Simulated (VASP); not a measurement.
# Sn3Br (P6/mmm) in VASP: a series of runs

Sn3Br is run at these levels: PBE; tasks: relaxation of cell and atoms.

Program: VASP 6.6.1. These are calculated values, not measurements. Logs are shortened: lines on timing, memory, paths and dates and some standing lists are left out, and cuts for length are marked.

## Step 1: The cell of the first run

Symmetry: P6/mmm, No. 191, hexagonal system. Conventional cell: a = 6.795 Å, b = 6.795 Å, c = 2.948 Å, α = 90.00°, β = 90.00°, γ = 120.00°. Within 3.9 Å of Sn (site symmetry mmm) lie 6 Sn at 2.95 to 3.40 Å and 2 Br at 3.40 Å. Within 3.9 Å of Br (site symmetry 6/mmm) lie 2 Br at 2.95 Å and 6 Sn at 3.40 Å.

The cell was built from a structure type or drawn by symmetry, and may not be a known phase.

## Step 2: Relaxation of cell and atoms, PBE

File INCAR:

```
SYSTEM = Sn3Br
PREC = Accurate
ENCUT = 600
EDIFF = 1E-7
ISMEAR = 0
SIGMA = 0.1
LREAL = .False.
LASPH = .True.
NELM = 100
ALGO = Normal
ISIF = 3
LWAVE = .False.
LCHARG = .False.
GGA = PE
IBRION = 2
NSW = 90
EDIFFG = -0.04
```

File KPOINTS:

```
regular mesh
0
Gamma
  3 3 6
  0 0 0
```

File POSCAR:

```
Sn3Br
1.0
    6.7951636937      0.0000000000      0.0000000000
   -3.3975818468      5.8847843816      0.0000000000
    0.0000000000      0.0000000000      2.9482659082
Sn Br
3 1
Direct
    0.5000000000      0.0000000000      0.0000000000
    0.0000000000      0.5000000000      0.0000000000
    0.5000000000      0.5000000000      0.0000000000
    0.0000000000      0.0000000000      0.0000000000
```

Potentials or basis: VASP PAW PBE potentials, release 64 (Sn_d, Br).

Run with:

```sh
$ cat potpaw_PBE.64/Sn_d/POTCAR potpaw_PBE.64/Br/POTCAR > POTCAR
$ mpirun -np 1 vasp_std > vasp.out
```

OUTCAR:

```text
SYSTEM = Sn3Br
   PREC = Accurate
   ENCUT = 600
   EDIFF = 1E-7
   ISMEAR = 0
   LREAL = .False.
   LASPH = .True.
   NELM = 100
   ISIF = 3
   GGA = PE
   IBRION = 2
   NSW = 90
   EDIFFG = -0.04

 ion  position               nearest neighbor table
   1  0.500  0.000  0.000-   3 3.40   3 3.40   2 3.40   2 3.40
   2  0.000  0.500  0.000-   3 3.40   3 3.40   1 3.40   1 3.40
   3  0.500  0.500  0.000-   1 3.40   1 3.40   2 3.40   2 3.40
   4  0.000  0.000  0.000-

  LATTYP: Found a hexagonal cell.
 ALAT       =     6.7951636937
 C/A-ratio  =     0.4338770986

  Lattice vectors:

 A1 = (   6.7951636937,   0.0000000000,   0.0000000000)
 A2 = (  -3.3975818468,   5.8847843816,   0.0000000000)
 A3 = (   0.0000000000,   0.0000000000,   2.9482659082)

Analysis of symmetry for initial positions (statically):
=====================================================================
 Subroutine PRICEL returns:
 Original cell was already a primitive cell.

 Routine SETGRP: Setting up the symmetry group for a
 hexagonal supercell.

 Subroutine GETGRP returns: Found 24 space group operations
 (whereof 24 operations were pure point group operations)
 out of a pool of 24 trial point group operations.

The static configuration has the point symmetry D_6h.

Analysis of symmetry for dynamics (positions and initial velocities):
=====================================================================
 Subroutine PRICEL returns:
 Original cell was already a primitive cell.

 Routine SETGRP: Setting up the symmetry group for a
 hexagonal supercell.

 Subroutine GETGRP returns: Found 24 space group operations
 (whereof 24 operations were pure point group operations)
 out of a pool of 24 trial point group operations.

The dynamic configuration has the point symmetry D_6h.

 Subroutine INISYM returns: Found 24 space group operations
 (whereof 24 operations are pure point group operations),
 and found     1 'primitive' translations

----------------------------------------------------------------------------------------

                                     Primitive cell

  volume of cell :     117.8955

  direct lattice vectors                    reciprocal lattice vectors
     6.795163694  0.000000000  0.000000000     0.147163489  0.084964880  0.000000000
    -3.397581847  5.884784382  0.000000000     0.000000000  0.169929760  0.000000000
     0.000000000  0.000000000  2.948265908     0.000000000  0.000000000  0.339182432

  length of vectors
     6.795163694  6.795163694  2.948265908     0.169929760  0.169929760  0.339182432

  position of ions in fractional coordinates (direct lattice)
     0.500000000  0.000000000  0.000000000
     0.000000000  0.500000000  0.000000000
     0.500000000  0.500000000  0.000000000
     0.000000000  0.000000000  0.000000000

  ion indices of the primitive-cell ions
   primitive index   ion index
                 1           1
                 2           2
                 3           3
                 4           4

----------------------------------------------------------------------------------------

 KPOINTS: regular mesh

Automatic generation of k-mesh.
 Grid dimensions read from file:
 generate k-points for:    3    3    6

 Generating k-lattice:

  Cartesian coordinates                     Fractional coordinates (reciprocal lattice)
     0.049054496  0.028321627  0.000000000     0.333333333  0.000000000  0.000000000
     0.000000000  0.056643253  0.000000000     0.000000000  0.333333333  0.000000000
     0.000000000  0.000000000  0.056530405     0.000000000  0.000000000  0.166666667

  Length of vectors
     0.056643253  0.056643253  0.056530405

  Shift w.r.t. Gamma in fractional coordinates (k-lattice)
     0.000000000  0.000000000  0.000000000

 Subroutine IBZKPT returns following result:
 ===========================================

 Found     12 irreducible k-points:

 Following reciprocal coordinates:
            Coordinates               Weight
  0.000000  0.000000  0.000000      1.000000
  0.333333 -0.000000  0.000000      6.000000
  0.333333  0.333333  0.000000      2.000000
  0.000000  0.000000  0.166667      2.000000
  0.333333 -0.000000  0.166667     12.000000
  0.333333  0.333333  0.166667      4.000000
  0.000000  0.000000  0.333333      2.000000
  0.333333 -0.000000  0.333333     12.000000
  0.333333  0.333333  0.333333      4.000000
  0.000000  0.000000  0.500000      1.000000
  0.333333 -0.000000  0.500000      6.000000
  0.333333  0.333333  0.500000      2.000000
   k-points           NKPTS =     12   k-points in BZ     NKDIM =     12   number of bands    NBANDS=     29
   number of dos      NEDOS =    301   number of ions     NIONS =      4
   total plane-waves  NPLWV =  69984
   dimension x,y,z NGX =    54 NGY =   54 NGZ =   24
   dimension x,y,z NGXF=   108 NGYF=  108 NGZF=   48
   ions per type =               3   1
   NGX,Y,Z   is equivalent  to a cutoff of  13.21, 13.21, 13.53 a.u.
   NGXF,Y,Z  is equivalent  to a cutoff of  26.42, 26.42, 27.07 a.u.
 SYSTEM =  Sn3Br
   PREC   = accura    normal or accurate (medium, high low for compatibility)
   ISTART =      0    job   : 0-new  1-cont  2-samecut
   ICHARG =      2    charge: 1-file 2-atom 10-const
   ISPIN  =      1    spin polarized calculation?
   LNONCOLLINEAR =      F non collinear calculations
   LSORBIT =      F    spin-orbit coupling
   LASPH  =      T    aspherical Exc in radial PAW
   ENCUT  =  600.0 eV  44.10 Ry    6.64 a.u.  13.57 13.57  5.89*2*pi/ulx,y,z
   NELM   =    100;   NELMIN=  2; NELMDL= -5     # of ELM steps
   EDIFF  = 0.1E-06   stopping-criterion for ELM
   LREAL  =      F    real-space projection
   EDIFFG = -.4E-01   stopping-criterion for IOM
   NSW    =     90    number of steps for IOM
   IBRION =      2    ionic relax: 0-MD 1-quasi-New 2-CG
   NFREE  =      1    steps in history (QN), initial steepest desc. (CG)
   ISIF   =      3    stress and relaxation
   ISYM   =      2    0-nonsym 1-usesym 2-fastsym
   POTIM  = 0.5000    time-step for ionic-motion
   TEBEG  =    0.0;   TEEND  =   0.0 temperature during run
   PSTRESS=    0.0 pullay stress
   NELECT =      49.0000    total number of electrons
   NUPDOWN=      -1.0000    fix difference up-down
   EMIN   =  10.00;   EMAX   =-10.00  energy-range for DOS
   EFERMI =   0.00;   METHOD = LEGACY
   ISMEAR =     0;   SIGMA  =   0.10  broadening in eV -4-tet -1-fermi 0-gaus
   EFERMI_NEDOS =   21; number of points for ismear=-14 and -15
   IALGO  =     38    algorithm
   IMIX   =      4    mixing-type and parameters
     AMIX     =   0.40;   BMIX     =  1.00
     AMIX_MAG =   1.60;   BMIX_MAG =  1.00
  volume/ion in A,a.u.               =      29.47       198.90
  Fermi-wavevector in a.u.,A,eV,Ry     =   1.221728  2.308731 20.308314  1.492619
  Thomas-Fermi vector in A             =   2.356900
   LORBIT       =      0    0 simple, 1 ext, 2 COOP (PROOUT), +10 PAW based schemes
   GGA     = PE    functional components
   LHFCALC =     F    Hartree Fock is set to
   AEXX    =    0.0000 exact exchange contribution
   IVDW    =     0    specifies the selected vdW correction
   LEPSILON=     F    determine dielectric tensor
   LRPA    =     F    only Hartree local field effects (RPA)
 conjugate gradient relaxation of ions
 non-spin polarized calculation
 Gauss-broadening in eV      SIGMA  =   0.10
  energy-cutoff  :      600.00
  volume of cell :      117.90
 maximum number of plane-waves:      3960
 NGX is ok and might be reduce to    54
   NGX = 27   NGY = 27   NGZ = 11

--------------------------------------- Ionic step        1  -------------------------------------------

 number of electron      48.9999981 magnetization

 Free energy of the ion-electron system (eV)
  ---------------------------------------------------
  ext. energy  EPLUGINS =         0.00000000
  ---------------------------------------------------
  free energy    TOTEN  =       -12.81480023 eV

  energy without entropy =      -12.79206128  energy(sigma->0) =      -12.80343075

------------------------ aborting loop because EDIFF is reached ----------------------------------------

  FORCE on cell =-STRESS in cart. coord.  units (eV):
  Direction    XX          YY          ZZ          XY          YZ          ZX
  --------------------------------------------------------------------------------------
  -------------------------------------------------------------------------------------
  Total       -2.0719868     -2.0719868      3.2732019     -0.0000000     -0.0000000      0.0000000
  in kB      -28.1579116    -28.1579116     44.4821992     -0.0000000     -0.0000000      0.0000000
  external PRESSURE =      -3.9445414 kB  Pullay stress =       0.0000000 kB

 VOLUME and BASIS-vectors are now :
 -----------------------------------------------------------------------------
  energy-cutoff  :      600.00
  volume of cell :      117.90
      direct lattice vectors                 reciprocal lattice vectors
     6.795163694  0.000000000  0.000000000     0.147163489  0.084964880  0.000000000
    -3.397581847  5.884784382  0.000000000     0.000000000  0.169929760  0.000000000
     0.000000000  0.000000000  2.948265908     0.000000000  0.000000000  0.339182432
[... 267 lines left out ...]
 POSITION                                       TOTAL-FORCE (eV/Angst)
 -----------------------------------------------------------------------------------
      0.00000      5.62737      0.00000        -0.000000     -0.000000      0.000000
     -1.62448      2.81369      0.00000         0.000000      0.000000      0.000000
      1.62448      2.81369      0.00000        -0.000000      0.000000      0.000000
     -3.24897      5.62737      0.00000        -0.000000      0.000000      0.000000
 -----------------------------------------------------------------------------------
    total drift:                                0.000000     -0.000000      0.000000

  FREE ENERGIE OF THE ION-ELECTRON SYSTEM (eV)
  ---------------------------------------------------
  free  energy   TOTEN  =       -13.1794786066 eV

  energy  without entropy=      -13.1658969316  energy(sigma->0) =      -13.17268777

--------------------------------------- Ionic step        9  -------------------------------------------

 number of electron      49.0000008 magnetization

 Free energy of the ion-electron system (eV)
  ---------------------------------------------------
  ext. energy  EPLUGINS =         0.00000000
  ---------------------------------------------------
  free energy    TOTEN  =       -13.18015643 eV

  energy without entropy =      -13.16666400  energy(sigma->0) =      -13.17341022

 E-fermi :   5.8733     XC(G=0):  -9.5839

 val. band max:        5.8362954646   @ k =   0.3333  -0.0000   0.3333
 cond. band min:       6.0325026711   @ k =   0.3333  -0.0000   0.0000
 fundamental gap:      0.1962072065
 Fermi energy:         5.8733162517

 k-point     1 :       0.0000    0.0000    0.0000
  band No.  band energies     occupation
      1     -15.8189      2.00000
      2     -15.8189      2.00000
      3     -15.8085      2.00000
      4     -15.7980      2.00000
      5     -15.7437      2.00000
      6     -15.7437      2.00000
[... 395 lines left out ...]
 POSITION                                       TOTAL-FORCE (eV/Angst)
 -----------------------------------------------------------------------------------
      3.25859     -0.00000     -0.00000        -0.000000      0.000000      0.000000
     -1.62930      2.82203      0.00000        -0.000000      0.000000      0.000000
      1.62930      2.82203      3.22582         0.000000     -0.000000      0.000000
      0.00000     -0.00000      0.00000        -0.000000      0.000000      0.000000
 -----------------------------------------------------------------------------------
    total drift:                                0.000000     -0.000000      0.000000

  FREE ENERGIE OF THE ION-ELECTRON SYSTEM (eV)
  ---------------------------------------------------
  free  energy   TOTEN  =       -13.1801564312 eV

  energy  without entropy=      -13.1666640012  energy(sigma->0) =      -13.17341022

 reached required accuracy - stopping structural energy minimisation
```

Wall time 2.5 min (1 thread of Intel Xeon 6975P-C (Granite Rapids), shared host); peak memory 0.27 GiB.

What came out:

```
Free energy                           : -13.1802 eV
Relaxed volume                        : 29.66 Å³/atom
Relaxed cell                          : a = 6.517 Å, b = 6.517 Å, c = 3.226 Å, α = 90.00°, β = 90.00°, γ = 120.00°
Space group after relaxing (to 0.1 Å) : P6/mmm (No. 191)
Energy gained by relaxing             : 91.3 meV/atom
Ionic steps                           : 9
Pressure after relaxing               : 0.0 GPa
Band gap on the k mesh                : zero (an odd number of electrons rules out a gap without spin polarisation)
```

Step by step:
```csv
step,energy change (eV),largest force (eV/Å),pressure (GPa),volume (Å³)
1,0.0000,0.0000,-0.39,117.90
2,-0.2413,0.0000,0.29,116.50
3,0.2081,0.0000,5.73,110.59
4,-0.3459,0.0000,1.09,115.16
5,-0.3494,0.0000,1.37,114.75
6,-0.3498,0.0000,1.32,114.82
7,-0.3633,0.0000,-0.20,119.38
8,-0.3647,0.0000,0.13,118.29
9,-0.3654,0.0000,-0.02,118.66
```

Final structure:
```cif
data_structure
_symmetry_space_group_name_H-M 'P 1'
_symmetry_Int_Tables_number 1
_cell_length_a 6.5172
_cell_length_b 6.5172
_cell_length_c 3.2258
_cell_angle_alpha 90.000
_cell_angle_beta 90.000
_cell_angle_gamma 120.000
_cell_volume 118.66
loop_
_atom_site_label
_atom_site_type_symbol
_atom_site_fract_x
_atom_site_fract_y
_atom_site_fract_z
_atom_site_occupancy
Sn1 Sn 0.50000 0.00000 0.00000 1
Sn2 Sn 0.00000 0.50000 0.00000 1
Sn3 Sn 0.50000 0.50000 0.00000 1
Br1 Br 0.00000 0.00000 0.00000 1
```

Caveat: spin-orbit coupling is left out, which moves the levels of the heavy elements; an odd number of electrons without spin polarisation forces a metal; a magnetic or distorted state may lie lower.

[end of part 1 of 2]
